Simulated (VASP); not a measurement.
# WSe2 (P6_3/mmc) in VASP: a series of runs

Runs on WSe2. Level: PBE+D3(BJ). Tasks: single point.

Everything below comes from runs of VASP 6.6.1. Logs are shortened: lines on timing, memory, paths and dates and some standing lists are left out, and cuts for length are marked.

## (1) The cell of the first run

Symmetry: P6_3/mmc, No. 194, hexagonal system. Conventional cell: a = 3.377 Å, b = 3.377 Å, c = 12.597 Å, α = 90.00°, β = 90.00°, γ = 120.00°. Within 3.4 Å of W (site symmetry -6m2) lie 6 Se at 2.56 Å and 6 W at 3.38 Å. Se (site symmetry 3m) has 3 W at 2.56 Å and 7 Se at 3.32 to 3.38 Å within 3.4 Å.

## (2) Single point, PBE+D3(BJ) (strain +0.030 along x and y, -0.015 along z)

INCAR

```
SYSTEM = WSe2
PREC = Accurate
ENCUT = 520
EDIFF = 1E-6
ISMEAR = 0
SIGMA = 0.05
LREAL = .False.
LASPH = .True.
NELM = 60
ALGO = Normal
ISIF = 2
LWAVE = .False.
LCHARG = .False.
GGA = PE
IVDW = 12
NBANDS = 35
```

KPOINTS

```
Automatic mesh
0
Gamma
  12 12 2
  0 0 0
```

POSCAR

```
WSe2
1.0
    3.3773983872      0.0000000000      0.0000000000
   -1.6886991936      2.9249128020      0.0000000000
    0.0000000000      0.0000000000     12.5967821760
W Se
2 4
Direct
    0.3333333333      0.6666666667      0.2500000000
    0.6666666667      0.3333333333      0.7500000000
    0.3333333333      0.6666666667      0.6182912225
    0.6666666667      0.3333333333      0.1182912225
    0.3333333333      0.6666666667      0.8817087775
    0.6666666667      0.3333333333      0.3817087775
```

Potentials or basis: VASP PAW PBE potentials, release 64 (W_sv, Se).

Started as:

```console
> cat potpaw_PBE.64/W_sv/POTCAR potpaw_PBE.64/Se/POTCAR > POTCAR
> mpirun -np 1 vasp_std > vasp.out
```

OUTCAR:

```text
SYSTEM = WSe2
   PREC = Accurate
   ENCUT = 520
   EDIFF = 1E-6
   ISMEAR = 0
   LREAL = .False.
   LASPH = .True.
   NELM = 60
   ISIF = 2
   GGA = PE
   IVDW = 12
 IVDW          = 12

 ion  position               nearest neighbor table
   1  0.333  0.667  0.250-   4 2.56   6 2.56   4 2.56   6 2.56   4 2.56   6 2.56
   2  0.667  0.333  0.750-   3 2.56   5 2.56   3 2.56   5 2.56   3 2.56   5 2.56
   3  0.333  0.667  0.618-   2 2.56   2 2.56   2 2.56
   4  0.667  0.333  0.118-   1 2.56   1 2.56   1 2.56
   5  0.333  0.667  0.882-   2 2.56   2 2.56   2 2.56
   6  0.667  0.333  0.382-   1 2.56   1 2.56   1 2.56

  LATTYP: Found a hexagonal cell.
 ALAT       =     3.3773983872
 C/A-ratio  =     3.7297294343

  Lattice vectors:

 A1 = (   3.3773983872,   0.0000000000,   0.0000000000)
 A2 = (  -1.6886991936,   2.9249128020,   0.0000000000)
 A3 = (   0.0000000000,   0.0000000000,  12.5967821760)

Analysis of symmetry for initial positions (statically):
=====================================================================
 Subroutine PRICEL returns:
 Original cell was already a primitive cell.

 Routine SETGRP: Setting up the symmetry group for a
 hexagonal supercell.

 Subroutine GETGRP returns: Found 24 space group operations
 (whereof 12 operations were pure point group operations)
 out of a pool of 24 trial point group operations.

The static configuration has the point symmetry D_3d.
 The point group associated with its full space group is D_6h.

Analysis of symmetry for dynamics (positions and initial velocities):
=====================================================================
 Subroutine PRICEL returns:
 Original cell was already a primitive cell.

 Routine SETGRP: Setting up the symmetry group for a
 hexagonal supercell.

 Subroutine GETGRP returns: Found 24 space group operations
 (whereof 12 operations were pure point group operations)
 out of a pool of 24 trial point group operations.

The dynamic configuration has the point symmetry D_3d.
 The point group associated with its full space group is D_6h.

 Subroutine INISYM returns: Found 24 space group operations
 (whereof 12 operations are pure point group operations),
 and found     1 'primitive' translations

----------------------------------------------------------------------------------------

                                     Primitive cell

  volume of cell :     124.4385

  direct lattice vectors                    reciprocal lattice vectors
     3.377398387  0.000000000  0.000000000     0.296085888  0.170945267  0.000000000
    -1.688699194  2.924912802  0.000000000     0.000000000  0.341890534  0.000000000
     0.000000000  0.000000000 12.596782176     0.000000000  0.000000000  0.079385353

  length of vectors
     3.377398387  3.377398387 12.596782176     0.341890534  0.341890534  0.079385353

  position of ions in fractional coordinates (direct lattice)
     0.333333333  0.666666667  0.250000000
     0.666666667  0.333333333  0.750000000
     0.333333333  0.666666667  0.618291222
     0.666666667  0.333333333  0.118291222
     0.333333333  0.666666667  0.881708778
     0.666666667  0.333333333  0.381708778

  ion indices of the primitive-cell ions
   primitive index   ion index
                 1           1
                 2           2
                 3           3
                 4           4
                 5           5
                 6           6

----------------------------------------------------------------------------------------

 KPOINTS: Automatic mesh

Automatic generation of k-mesh.
 Grid dimensions read from file:
 generate k-points for:   12   12    2

 Generating k-lattice:

  Cartesian coordinates                     Fractional coordinates (reciprocal lattice)
     0.024673824  0.014245439  0.000000000     0.083333333  0.000000000  0.000000000
     0.000000000  0.028490878  0.000000000     0.000000000  0.083333333  0.000000000
     0.000000000  0.000000000  0.039692677     0.000000000  0.000000000  0.500000000

  Length of vectors
     0.028490878  0.028490878  0.039692677

  Shift w.r.t. Gamma in fractional coordinates (k-lattice)
     0.000000000  0.000000000  0.000000000

 Subroutine IBZKPT returns following result:
 ===========================================

 Found     38 irreducible k-points:

 Following reciprocal coordinates:
            Coordinates               Weight
  0.000000  0.000000  0.000000      1.000000
  0.083333 -0.000000  0.000000      6.000000
  0.166667 -0.000000  0.000000      6.000000
  0.250000 -0.000000  0.000000      6.000000
  0.333333 -0.000000  0.000000      6.000000
  0.416667 -0.000000  0.000000      6.000000
[... 16 lines left out ...]
  0.250000 -0.000000  0.500000      6.000000
  0.333333 -0.000000  0.500000      6.000000
 [... further k-points ...]
   k-points           NKPTS =     38   k-points in BZ     NKDIM =     38   number of bands    NBANDS=     35
   number of dos      NEDOS =    301   number of ions     NIONS =      6
   total plane-waves  NPLWV =  75264
   dimension x,y,z NGX =    28 NGY =   28 NGZ =   96
   dimension x,y,z NGXF=    56 NGYF=   56 NGZF=  192
   ions per type =               2   4
   NGX,Y,Z   is equivalent  to a cutoff of  13.78, 13.78, 12.67 a.u.
   NGXF,Y,Z  is equivalent  to a cutoff of  27.56, 27.56, 25.34 a.u.
 SYSTEM =  WSe2
   PREC   = accura    normal or accurate (medium, high low for compatibility)
   ISTART =      0    job   : 0-new  1-cont  2-samecut
   ICHARG =      2    charge: 1-file 2-atom 10-const
   ISPIN  =      1    spin polarized calculation?
   LNONCOLLINEAR =      F non collinear calculations
   LSORBIT =      F    spin-orbit coupling
   LASPH  =      T    aspherical Exc in radial PAW
   ENCUT  =  520.0 eV  38.22 Ry    6.18 a.u.   6.28  6.28 23.42*2*pi/ulx,y,z
   NELM   =     60;   NELMIN=  2; NELMDL= -5     # of ELM steps
   EDIFF  = 0.1E-05   stopping-criterion for ELM
   LREAL  =      F    real-space projection
   EDIFFG = 0.1E-04   stopping-criterion for IOM
   NSW    =      0    number of steps for IOM
   IBRION =     -1    ionic relax: 0-MD 1-quasi-New 2-CG
   NFREE  =      0    steps in history (QN), initial steepest desc. (CG)
   ISIF   =      2    stress and relaxation
   ISYM   =      2    0-nonsym 1-usesym 2-fastsym
   POTIM  = 0.5000    time-step for ionic-motion
   TEBEG  =    0.0;   TEEND  =   0.0 temperature during run
   PSTRESS=    0.0 pullay stress
   NELECT =      52.0000    total number of electrons
   NUPDOWN=      -1.0000    fix difference up-down
   EMIN   =  10.00;   EMAX   =-10.00  energy-range for DOS
   EFERMI =   0.00;   METHOD = LEGACY
   ISMEAR =     0;   SIGMA  =   0.05  broadening in eV -4-tet -1-fermi 0-gaus
   EFERMI_NEDOS =   21; number of points for ismear=-14 and -15
   IALGO  =     38    algorithm
   IMIX   =      4    mixing-type and parameters
     AMIX     =   0.40;   BMIX     =  1.00
     AMIX_MAG =   1.60;   BMIX_MAG =  1.00
  volume/ion in A,a.u.               =      20.74       139.96
  Fermi-wavevector in a.u.,A,eV,Ry     =   1.223933  2.312898 20.381693  1.498012
  Thomas-Fermi vector in A             =   2.359026
   LORBIT       =      0    0 simple, 1 ext, 2 COOP (PROOUT), +10 PAW based schemes
   GGA     = PE    functional components
   LHFCALC =     F    Hartree Fock is set to
   AEXX    =    0.0000 exact exchange contribution
   IVDW    =    12    specifies the selected vdW correction
   LEPSILON=     F    determine dielectric tensor
   LRPA    =     F    only Hartree local field effects (RPA)
 non-spin polarized calculation
 Gauss-broadening in eV      SIGMA  =   0.05
  energy-cutoff  :      520.00
  volume of cell :      124.44
 maximum number of plane-waves:      3383
 NGX is ok and might be reduce to    28
   NGX = 13   NGY = 13   NGZ = 47

 number of electron      52.0000003 magnetization

 Free energy of the ion-electron system (eV)
  ---------------------------------------------------
  ext. energy  EPLUGINS =         0.00000000
  ---------------------------------------------------
  free energy    TOTEN  =       -43.05892056 eV

  energy without entropy =      -43.05892056  energy(sigma->0) =      -43.05892056

 E-fermi :   6.6095     XC(G=0): -10.6839

 val. band max:        6.2120621192   @ k =   0.0000   0.0000   0.0000
 cond. band min:       7.0551533038   @ k =   0.1667   0.1667   0.0000
 fundamental gap:      0.8430911846
 Fermi energy:         6.6094535827

 k-point     1 :       0.0000    0.0000    0.0000
  band No.  band energies     occupation
      1     -68.4050      2.00000
      2     -68.4050      2.00000
      3     -32.5872      2.00000
      4     -32.5871      2.00000
      5     -32.5379      2.00000
      6     -32.5379      2.00000
[... 27 lines left out ...]
     34       8.7946      0.00000
     35      10.0991      0.00000

 k-point     2 :       0.0833   -0.0000    0.0000
  band No.  band energies     occupation
      1     -68.4045      2.00000
      2     -68.4045      2.00000
      3     -32.5849      2.00000
      4     -32.5849      2.00000
      5     -32.5496      2.00000
      6     -32.5496      2.00000
[... 27 lines left out ...]
     34       8.6876      0.00000
     35      10.7051      0.00000

 k-point     3 :       0.1667   -0.0000    0.0000
  band No.  band energies     occupation
      1     -68.4032      2.00000
      2     -68.4032      2.00000
      3     -32.5816      2.00000
      4     -32.5816      2.00000
      5     -32.5789      2.00000
      6     -32.5789      2.00000
[... 27 lines left out ...]
     34       9.1430      0.00000
     35      11.7017      0.00000

 k-point     4 :       0.2500   -0.0000    0.0000
  band No.  band energies     occupation
      1     -68.4015      2.00000
      2     -68.4015      2.00000
      3     -32.6250      2.00000
      4     -32.6250      2.00000
      5     -32.5706      2.00000
      6     -32.5706      2.00000
[... 27 lines left out ...]
     34       9.6296      0.00000
     35      12.1833      0.00000

 k-point     5 :       0.3333   -0.0000    0.0000
  band No.  band energies     occupation
      1     -68.3998      2.00000
      2     -68.3998      2.00000
      3     -32.6679      2.00000
      4     -32.6679      2.00000
      5     -32.5689      2.00000
      6     -32.5689      2.00000
[... 638 lines left out ...]
 k-point    22 :       0.1667   -0.0000    0.5000
  band No.  band energies     occupation
      1     -68.4032      2.00000
      2     -68.4032      2.00000
      3     -32.5816      2.00000
      4     -32.5816      2.00000
      5     -32.5789      2.00000
      6     -32.5789      2.00000
[... 27 lines left out ...]
     34       9.0515      0.00000
     35      11.9777      0.00000

 k-point    23 :       0.2500   -0.0000    0.5000
  band No.  band energies     occupation
      1     -68.4015      2.00000
      2     -68.4015      2.00000
      3     -32.6250      2.00000
      4     -32.6250      2.00000
      5     -32.5706      2.00000
      6     -32.5706      2.00000
[... 27 lines left out ...]
     34       9.4530      0.00000
     35      12.1510      0.00000

 k-point    24 :       0.3333   -0.0000    0.5000
  band No.  band energies     occupation
      1     -68.3998      2.00000
      2     -68.3998      2.00000
      3     -32.6679      2.00000
      4     -32.6679      2.00000
      5     -32.5689      2.00000
      6     -32.5689      2.00000
[... 27 lines left out ...]
     34       9.7407      0.00000
     35      11.3732      0.00000

 [... further k-points ...]

------------------------ aborting loop because EDIFF is reached ----------------------------------------

 Edisp (eV)   -2.72841

 E8    (eV) :    -1.2173

  FORCE on cell =-STRESS in cart. coord.  units (eV):
  Direction    XX          YY          ZZ          XY          YZ          ZX
  --------------------------------------------------------------------------------------
  -------------------------------------------------------------------------------------
  Total      -5.10846    -5.10846    -0.70486     0.00000     0.00000     0.00000
  in kB     -65.77274   -65.77274    -9.07521     0.00000     0.00000     0.00000
  external pressure =      -46.87 kB  Pullay stress =        0.00 kB

 VOLUME and BASIS-vectors are now :
 -----------------------------------------------------------------------------
  energy-cutoff  :      520.00
  volume of cell :      124.44
      direct lattice vectors                 reciprocal lattice vectors
     3.377398387  0.000000000  0.000000000     0.296085888  0.170945267  0.000000000
    -1.688699194  2.924912802  0.000000000     0.000000000  0.341890534  0.000000000
     0.000000000  0.000000000 12.596782176     0.000000000  0.000000000  0.079385353

 POSITION                                       TOTAL-FORCE (eV/Angst)
 -----------------------------------------------------------------------------------
     -0.00000      1.94994      3.14920        -0.000000      0.000000      0.000000
      1.68870      0.97497      9.44759         0.000000     -0.000000      0.000000
     -0.00000      1.94994      7.78848        -0.000000      0.000000      0.159391
      1.68870      0.97497      1.49009         0.000000     -0.000000      0.159391
     -0.00000      1.94994     11.10669         0.000000      0.000000     -0.159391
      1.68870      0.97497      4.80830        -0.000000      0.000000     -0.159391
 -----------------------------------------------------------------------------------
    total drift:                               -0.000000      0.000000     -0.000000

  FREE ENERGIE OF THE ION-ELECTRON SYSTEM (eV)
  ---------------------------------------------------
  free  energy   TOTEN  =       -45.7873281141 eV

  energy  without entropy=      -45.7873281141  energy(sigma->0) =      -45.78732811
```

Run time: 2.1 min. Hardware: 1 thread of AMD EPYC 9R45 (Zen 5), shared host; peak memory 0.3 GiB.

What came out:

```
Free energy                : -45.7873 eV
Pressure                   : -4.7 GPa
Largest force              : 0.159 eV/Å
Band gap on the k mesh     : 0.84 eV, indirect (least direct gap 1.24 eV)
Dispersion energy per atom : -0.455 eV
```

Forces on the atoms (eV/Å):
```
W    0.000  0.000  0.000
W    0.000  0.000  0.000
Se   0.000  0.000  0.159
Se   0.000  0.000  0.159
Se   0.000  0.000 -0.159
Se   0.000  0.000 -0.159
```

Caveat: the cell differs from its parent crystal (strain +0.030 along x and y, -0.015 along z); spin-orbit coupling is left out, which moves the levels of the heavy elements. A k mesh can miss the band edges.

## (3) Single point, PBE+D3(BJ) (strain +0.015 along x and y, +0.015 along z)

INCAR

```
SYSTEM = WSe2
ALGO     = Normal         ! electronic algorithm
EDIFF    = 1E-7           ! SCF threshold, eV
ENCUT    = 520            ! plane-wave cutoff, eV
GGA      = PE             ! functional
ISIF     = 2              ! what is computed and relaxed
ISMEAR   = 0              ! smearing method
IVDW     = 12             ! dispersion correction
LASPH    = .TRUE.         ! aspherical terms in the spheres
LCHARG   = .FALSE.        ! write CHGCAR
LREAL    = .FALSE.        ! projectors in reciprocal space
LWAVE    = .FALSE.        ! write WAVECAR
NBANDS   = 35             ! bands
NELM     = 80             ! most SCF steps
PREC     = Accurate       ! precision mode
SIGMA    = 0.05           ! smearing width, eV
```

KPOINTS

```
k-points
0
G
  12 12 2
  0 0 0
```

Edit POSCAR of step 2 so:

```diff
@@ -2,5 +2,5 @@
 1.0
-    3.3773983872      0.0000000000      0.0000000000
-   -1.6886991936      2.9249128020      0.0000000000
-    0.0000000000      0.0000000000     12.5967821760
+    3.3282129738      0.0000000000      0.0000000000
+   -1.6641064869      2.8823169845      0.0000000000
+    0.0000000000      0.0000000000     12.9804405164
 W Se
```

Potentials or basis: VASP PAW PBE potentials, release 64 (W_sv, Se).

Started as:

```console
> cat potpaw_PBE.64/W_sv/POTCAR potpaw_PBE.64/Se/POTCAR > POTCAR
> mpirun -np 1 vasp_std > vasp.out
```

It took 2.5 min on 1 thread of AMD EPYC 9R45 (Zen 5), shared host; peak memory 0.3 GiB.

The run converged. Its results:

- Free energy: -45.8389 eV
- Pressure: -5.5 GPa
- Largest force: 0.638 eV/Å
- Band gap on the k mesh: 0.92 eV, indirect (least direct gap 1.47 eV)
- Dispersion energy per atom: -0.454 eV

Forces on the atoms (eV/Å):
```
W    0.000  0.000  0.000
W    0.000  0.000  0.000
Se   0.000  0.000  0.638
Se   0.000  0.000  0.638
Se   0.000  0.000 -0.638
Se   0.000  0.000 -0.638
```

Stress tensor (GPa, compression positive):
```
-5.20  0.00  0.00
 0.00 -5.20  0.00
 0.00  0.00 -6.20
```

Levels at points of the mesh, in eV from the valence-band top:
| k point | band 23 | band 24 | band 25 | band 26 | band 27 | band 28 | band 29 | band 30 |
| --- | --- | --- | --- | --- | --- | --- | --- | --- |
| (0.00, 0.00, 0.00) | -1.37 | -1.04 | -0.94 | 0.00 | 2.53 | 2.53 | 2.55 | 2.55 |
| (0.50, 0.00, 0.00) | -1.36 | -1.32 | -1.18 | -1.03 | 2.06 | 2.11 | 2.22 | 2.57 |
| (0.00, 0.00, 0.50) | -1.40 | -1.40 | -0.18 | -0.18 | 2.53 | 2.53 | 2.53 | 2.53 |
| (0.50, 0.00, 0.50) | -1.25 | -1.25 | -1.17 | -1.17 | 2.08 | 2.08 | 2.42 | 2.42 |

Caveat: the cell differs from its parent crystal (strain +0.015 along x and y, +0.015 along z); spin-orbit coupling is left out, which moves the levels of the heavy elements. A k mesh can miss the band edges.

(Part 1 of 2 ends here.)
